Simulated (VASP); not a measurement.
# LiSe3 (P-6m2) in VASP: a series of runs, part 2 of 2

VASP 6.6.1.

**4. Relaxation of cell and atoms, PBE**

This run uses another cell than the first one, of 44.02 Å³/atom, 1.850 times its volume.

File INCAR:

```
ALGO = Normal ; EDIFF = 1E-6
EDIFFG = -0.04 ; ENCUT = 600
GGA = PE ; IBRION = 2
ISIF = 3 ; ISMEAR = 0
LASPH = T ; LCHARG = F
LREAL = F ; LWAVE = F
NELM = 60 ; NSW = 90
PREC = Accurate ; SIGMA = 0.1
```

File KPOINTS:

```
k-points
0
Gamma
  3 3 4
```

File POSCAR:

```
LiSe3
1.0
    5.8379175200      0.0000000000      0.0000000000
   -2.9189587600      5.0557848700      0.0000000000
    0.0000000000      0.0000000000      5.9659917000
Li Se
1 3
Direct
    0.0000000000      0.0000000000      0.5000000000
    0.6666666700      0.3333333300      0.7129541300
    0.6666666700      0.3333333300      0.2870458700
    0.6666666700      0.3333333300      0.0000000000
```

Run with:

```
$ cat potpaw_PBE.64/Li_sv/POTCAR potpaw_PBE.64/Se/POTCAR > POTCAR
$ mpirun -np 1 vasp_std > vasp.out
```

It took 12 min on 1 thread of Intel Xeon 6975P-C (Granite Rapids), shared host; peak memory 0.36 GiB.

Results (log left out):

* Free energy: -13.1770 eV
* Relaxed volume: 22.56 Å³/atom
* Relaxed cell: a = 3.633 Å, b = 3.633 Å, c = 7.893 Å, α = 90.00°, β = 90.00°, γ = 120.00°
* Space group after relaxing (to 0.05 Å): P-6m2 (No. 187)
* Energy gained by relaxing: 4003.5 meV/atom
* Ionic steps: 40
* Pressure after relaxing: -0.2 GPa

Forces on the atoms (eV/Å):
```
Li   0.000  0.000  0.000
Se   0.000  0.000  0.002
Se   0.000  0.000 -0.002
Se   0.000  0.000  0.000
```

Step by step:
```tsv
step	energy change (eV)	largest force (eV/Å)	pressure (GPa)	volume (Å³)
1	0.0000	30.4806	34.59	176.09
2	149.5520	521.3740	65.03	405.69
3	53.6065	0.0466	-8.08	951.44
4	46.6871	0.3699	-7.84	915.20
5	13.3886	0.0023	-4.78	682.47
6	2.7661	0.1010	-3.48	549.75
7	-1.9833	0.7223	-3.05	479.16
8	-4.1161	0.5365	-2.76	442.78
9	-5.0372	0.4952	-2.59	424.33
10	-5.4630	0.4740	-2.51	415.03
11	-5.6686	0.4682	-2.48	410.37
12	-8.2889	0.0152	-3.08	320.00
13	38.3548	34.2468	186.00	100.28
14	-8.6916	0.3493	-3.32	309.69
15	-14.4280	0.0336	-3.84	196.47
16	-12.1412	6.8061	13.58	146.31
17	-14.7772	0.6126	-2.40	185.62
18	-14.8382	1.2891	-0.81	177.38
19	-14.8353	0.9396	-1.62	181.38
20	-15.0802	0.4405	-2.00	168.12
21	-15.3334	0.6635	-2.04	145.93
22	-15.4781	0.6207	0.07	127.73
23	-15.4785	0.6158	0.24	126.82
24	-15.5813	0.1687	0.63	118.26
25	-15.6408	0.3666	1.92	106.25
26	-15.7904	0.0532	-0.80	106.06
27	-15.8148	0.0539	-1.89	105.89
28	-15.8134	0.0865	-3.97	105.41
29	-15.8259	0.0219	-2.56	105.76
30	-15.8289	0.0130	-3.12	105.64
31	-15.8817	0.1215	-3.81	100.53
32	-15.8832	0.1479	-3.86	99.78
33	-16.0008	0.1738	-1.04	91.20
34	-16.0056	0.1793	-0.20	89.33
35	-16.0113	0.1011	-0.03	89.89
36	-16.0115	0.0830	0.01	90.02
37	-16.0120	0.0738	-0.03	90.05
38	-16.0131	0.0508	-0.14	90.17
39	-16.0137	0.0128	-0.35	90.41
40	-16.0140	0.0024	-0.24	90.24
```

Final structure:
```yaml
crystal:
  lattice:
    - [3.63340, 0.00000, 0.00000]
    - [-1.81670, 3.14662, 0.00000]
    - [0.00000, 0.00000, 7.89269]
  atoms:
    - { symbol: Li, position: [0.00000, 0.00000, 0.50000] }
    - { symbol: Se, position: [0.66667, 0.33333, 0.31822] }
    - { symbol: Se, position: [0.66667, 0.33333, 0.68178] }
    - { symbol: Se, position: [0.66667, 0.33333, 0.00000] }
```

Levels at points of the mesh, in eV from the Fermi level:
```tsv
k point	band 6	band 7	band 8	band 9	band 10	band 11	band 12	band 13	band 14
(0.00, 0.00, 0.00)	-2.88	-0.50	-0.50	0.91	0.91	1.35	1.35	5.24	5.26
(0.00, 0.00, 0.50)	-0.06	-0.06	-0.03	-0.03	0.74	1.96	1.96	2.06	5.85
```

Caveat: the k points lie up to 0.67 Å⁻¹ apart in the final cell; the cutoff is under 1.25 times the usual one of these potentials, so pressure, stress and relaxed cells hold a basis-set (Pulay) error; the volume moved by over 15 % at a fixed basis, so the end points are rough.

**5. Single point, PBE**

This run uses another cell than the first one, of 25.41 Å³/atom, 1.068 times its volume.

File INCAR:

```
PREC     = Accurate       # precision mode
ENCUT    = 520            # plane-wave cutoff, eV
EDIFF    = 1E-6           # SCF threshold, eV
ISMEAR   = 0              # smearing method
SIGMA    = 0.1            # smearing width, eV
LREAL    = False          # projectors in reciprocal space
LASPH    = True           # aspherical terms in the spheres
NELM     = 100            # most SCF steps
ALGO     = Normal         # electronic algorithm
ISIF     = 2              # what is computed and relaxed
LWAVE    = False          # write WAVECAR
LCHARG   = True           # write CHGCAR
GGA      = PE             # functional
LELF     = True           # ELF
LVHAR    = True         
NBANDS   = 18             # bands
```

File KPOINTS:

```
regular mesh
0
Gamma
  12 12 6
```

File POSCAR:

```
LiSe3
1.0
    3.9644340633      0.0000000000      0.0000000000
   -1.9822170317      3.4333006104      0.0000000000
    0.0000000000      0.0000000000      7.4676524062
Li Se
1 3
Direct
    0.0000000000      0.0000000000      0.5000000000
    0.6666666667      0.3333333333      0.6742158393
    0.6666666667      0.3333333333      0.3257841607
    0.6666666667      0.3333333333      0.0000000000
```

Potentials or basis: VASP PAW PBE potentials, release 64 (Li_sv, Se).

Run with:

```
$ cat potpaw_PBE.64/Li_sv/POTCAR potpaw_PBE.64/Se/POTCAR > POTCAR
$ mpirun -np 1 vasp_std > vasp.out
```

OUTCAR:

```text
PREC = Accurate
   ENCUT = 520
   EDIFF = 1E-6
   ISMEAR = 0
   LREAL = False
   LASPH = True
   NELM = 100
   ISIF = 2
   GGA = PE

 ion  position               nearest neighbor table
   1  0.000  0.000  0.500-   2 2.63   3 2.63   2 2.63   3 2.63   2 2.63   3 2.63
   2  0.667  0.333  0.674-   4 2.43   3 2.60   1 2.63   1 2.63   1 2.63
   3  0.667  0.333  0.326-   4 2.43   2 2.60   1 2.63   1 2.63   1 2.63
   4  0.667  0.333  0.000-   2 2.43   3 2.43

  LATTYP: Found a hexagonal cell.
 ALAT       =     3.9644340633
 C/A-ratio  =     1.8836616493

  Lattice vectors:

 A1 = (   3.9644340633,   0.0000000000,   0.0000000000)
 A2 = (  -1.9822170317,   3.4333006104,   0.0000000000)
 A3 = (   0.0000000000,   0.0000000000,   7.4676524062)

Analysis of symmetry for initial positions (statically):
=====================================================================
 Subroutine PRICEL returns:
 Original cell was already a primitive cell.

 Routine SETGRP: Setting up the symmetry group for a
 hexagonal supercell.

 Subroutine GETGRP returns: Found 12 space group operations
 (whereof 12 operations were pure point group operations)
 out of a pool of 24 trial point group operations.

The static configuration has the point symmetry D_3h.

Analysis of symmetry for dynamics (positions and initial velocities):
=====================================================================
 Subroutine PRICEL returns:
 Original cell was already a primitive cell.

 Routine SETGRP: Setting up the symmetry group for a
 hexagonal supercell.

 Subroutine GETGRP returns: Found 12 space group operations
 (whereof 12 operations were pure point group operations)
 out of a pool of 24 trial point group operations.

The dynamic configuration has the point symmetry D_3h.

 Subroutine INISYM returns: Found 12 space group operations
[... 113 lines left out ...]
   NUPDOWN=      -1.0000    fix difference up-down
   EMIN   =  10.00;   EMAX   =-10.00  energy-range for DOS
   EFERMI =   0.00;   METHOD = LEGACY
   ISMEAR =     0;   SIGMA  =   0.10  broadening in eV -4-tet -1-fermi 0-gaus
   EFERMI_NEDOS =   21; number of points for ismear=-14 and -15
   IALGO  =     38    algorithm
   IMIX   =      4    mixing-type and parameters
     AMIX     =   0.40;   BMIX     =  1.00
     AMIX_MAG =   1.60;   BMIX_MAG =  1.00
  volume/ion in A,a.u.               =      25.41       171.48
  Fermi-wavevector in a.u.,A,eV,Ry     =   0.967807  1.828891 12.743910  0.936651
  Thomas-Fermi vector in A             =   2.097724
   LORBIT       =      0    0 simple, 1 ext, 2 COOP (PROOUT), +10 PAW based schemes
   GGA     = PE    functional components
   LHFCALC =     F    Hartree Fock is set to
   AEXX    =    0.0000 exact exchange contribution
   IVDW    =     0    specifies the selected vdW correction
   LEPSILON=     F    determine dielectric tensor
   LRPA    =     F    only Hartree local field effects (RPA)
 non-spin polarized calculation
 Gauss-broadening in eV      SIGMA  =   0.10
  energy-cutoff  :      520.00
  volume of cell :      101.64
 maximum number of plane-waves:      2776
 NGX is ok and might be reduce to    30
   NGX = 15   NGY = 15   NGZ = 27

 number of electron      21.0000008 magnetization

 Free energy of the ion-electron system (eV)
  ---------------------------------------------------
  ext. energy  EPLUGINS =         0.00000000
  ---------------------------------------------------
  free energy    TOTEN  =       -13.16390862 eV

  energy without entropy =      -13.15550367  energy(sigma->0) =      -13.15970614

 E-fermi :   1.5265     XC(G=0):  -8.4143

 val. band max:        1.5158890999   @ k =   0.3333   0.0000   0.0000
 cond. band min:       1.5327530849   @ k =   0.3333   0.3333   0.5000
 fundamental gap:      0.0168639851
 Fermi energy:         1.5265212844

 k-point     1 :       0.0000    0.0000    0.0000
  band No.  band energies     occupation
      1     -43.8330      2.00000
      2     -12.9634      2.00000
      3     -10.7542      2.00000
      4     -10.3593      2.00000
      5      -1.8475      2.00000
      6      -1.3794      2.00000
[... 481 lines left out ...]
      5      -2.8727      2.00000
      6      -2.1746      2.00000
[... 10 lines left out ...]
     17       9.6917      0.00000
     18      10.0754      0.00000

 [... further k-points ...]
[... 5 lines left out ...]
  --------------------------------------------------------------------------------------
  -------------------------------------------------------------------------------------
  Total       -0.0017865     -0.0017865      0.0538022      0.0000000     -0.0000000      0.0000000
  in kB       -0.0281609     -0.0281609      0.8480729      0.0000000     -0.0000000      0.0000000
  external PRESSURE =       0.2639170 kB  Pullay stress =       0.0000000 kB

 VOLUME and BASIS-vectors are now :
 -----------------------------------------------------------------------------
  energy-cutoff  :      520.00
  volume of cell :      101.64
      direct lattice vectors                 reciprocal lattice vectors
     3.964434063  0.000000000  0.000000000     0.252242813  0.145632456  0.000000000
    -1.982217032  3.433300610  0.000000000     0.000000000  0.291264912  0.000000000
     0.000000000  0.000000000  7.467652406     0.000000000  0.000000000  0.133910893

 POSITION                                       TOTAL-FORCE (eV/Angst)
 -----------------------------------------------------------------------------------
      0.00000      0.00000      3.73383         0.000000     -0.000000      0.000000
      1.98222      1.14443      5.03481         0.000000      0.000000     -0.004810
      1.98222      1.14443      2.43284        -0.000000      0.000000      0.004810
      1.98222      1.14443      0.00000         0.000000     -0.000000      0.000000
 -----------------------------------------------------------------------------------
    total drift:                               -0.000000      0.000000      0.000000

  FREE ENERGIE OF THE ION-ELECTRON SYSTEM (eV)
  ---------------------------------------------------
  free  energy   TOTEN  =       -13.1639086176 eV

  energy  without entropy=      -13.1555036665  energy(sigma->0) =      -13.15970614
```

OSZICAR:

```text
N       E                     dE             d eps       ncg     rms          rms(c)
DAV:   1     0.111196748452E+03    0.11120E+03   -0.85373E+03  2736   0.100E+03
DAV:   2    -0.261741094345E+01   -0.11381E+03   -0.11053E+03  3554   0.193E+02
DAV:   3    -0.132319167672E+02   -0.10615E+02   -0.10548E+02  4750   0.543E+01
DAV:   4    -0.134465834618E+02   -0.21467E+00   -0.21393E+00  4000   0.803E+00
DAV:   5    -0.134572556978E+02   -0.10672E-01   -0.10669E-01  4116   0.135E+00    0.538E+00
DAV:   6    -0.132563279157E+02    0.20093E+00   -0.34883E+00  3238   0.593E+00    0.338E+00
DAV:   7    -0.131619935853E+02    0.94334E-01   -0.56058E-01  3434   0.302E+00    0.217E+00
DAV:   8    -0.131651551948E+02   -0.31616E-02   -0.11471E-01  3374   0.168E+00    0.342E-01
DAV:   9    -0.131637541403E+02    0.14011E-02   -0.89147E-03  3788   0.457E-01    0.179E-01
DAV:  10    -0.131637481943E+02    0.59460E-05   -0.19609E-03  3478   0.245E-01    0.442E-02
DAV:  11    -0.131638636295E+02   -0.11544E-03   -0.21313E-04  3438   0.807E-02    0.225E-02
DAV:  12    -0.131639070207E+02   -0.43391E-04   -0.54863E-05  3238   0.397E-02    0.710E-03
DAV:  13    -0.131639082829E+02   -0.12622E-05   -0.41453E-06  3808   0.948E-03    0.420E-03
DAV:  14    -0.131639086176E+02   -0.33472E-06   -0.84550E-07  2468   0.534E-03
   1 F= -.13163909E+02 E0= -.13159706E+02  d E =-.840495E-02
```

Run time: 60 s. Hardware: 1 thread of Intel Xeon 6975P-C (Granite Rapids), shared host; peak memory 0.28 GiB.

Results:

```yaml
Free_energy: -13.1639 eV
Largest_force: 0.005 eV/Å
```

Forces in eV/Å, atoms in the order of the input:
```
Li   0.000  0.000  0.000
Se   0.000  0.000 -0.005
Se   0.000  0.000  0.005
Se   0.000  0.000  0.000
```

Levels at points of the mesh, in eV from the Fermi level:
```tsv
k point	band 7	band 8	band 9	band 10	band 11	band 12	band 13	band 14
(0.00, 0.00, 0.00)	-1.78	-1.78	0.16	0.16	0.43	0.43	3.82	5.71
(0.50, 0.00, 0.00)	-2.62	-2.44	-2.32	-1.77	-0.38	-0.14	4.61	6.59
(0.00, 0.00, 0.50)	-1.32	-1.09	-1.09	1.44	1.44	1.87	2.71	4.35
(0.50, 0.00, 0.50)	-3.53	-2.04	-1.64	-0.69	0.97	2.26	3.01	4.69
```

Caveat: the cutoff is under 1.25 times the usual one of these potentials, so pressure, stress and relaxed cells hold a basis-set (Pulay) error.

**6. The runs side by side**

| task | cell | k mesh | cutoff (eV) | gap on the mesh (eV) | pressure (GPa) | relaxed volume (Å³/atom) | largest force (eV/Å) |
| --- | --- | --- | --- | --- | --- | --- | --- |
| single point | a = 3.758, b = 3.758, c = 7.781 Å, angles 90.0, 90.0, 120.0°, 4 atoms | 6 × 6 × 4 | 520 | none | - | - | 0.01 |
| relaxation of cell and atoms | relaxed from a = 3.616, b = 3.616, c = 7.899 Å, angles 90.0, 90.0, 120.0°, 4 atoms | 6 × 6 × 2 | 600 | none | 0.1 | 25.22 | 0.02 |
| relaxation of cell and atoms | relaxed from a = 5.838, b = 5.838, c = 5.966 Å, angles 90.0, 90.0, 120.0°, 4 atoms | 3 × 3 × 4 | 600 | none | -0.2 | 22.56 | - |
| single point | a = 3.964, b = 3.964, c = 7.468 Å, angles 90.0, 90.0, 120.0°, 4 atoms | 12 × 12 × 6 | 520 | none | - | - | - |

Alike in all rows: level PBE; potentials or basis VASP PAW PBE potentials, release 64 (Li_sv, Se); no spin polarisation; smearing gaussian 0.1 eV.

Caveats: some runs use coarse meshes; the cutoff is under 1.25 times the usual one of these potentials, so pressure, stress and relaxed cells hold a basis-set (Pulay) error; the volume moved by over 15 % at a fixed basis, so the end points are rough (some runs).

Total energies depend on the potentials used, so only differences within one code and one set of settings carry meaning.
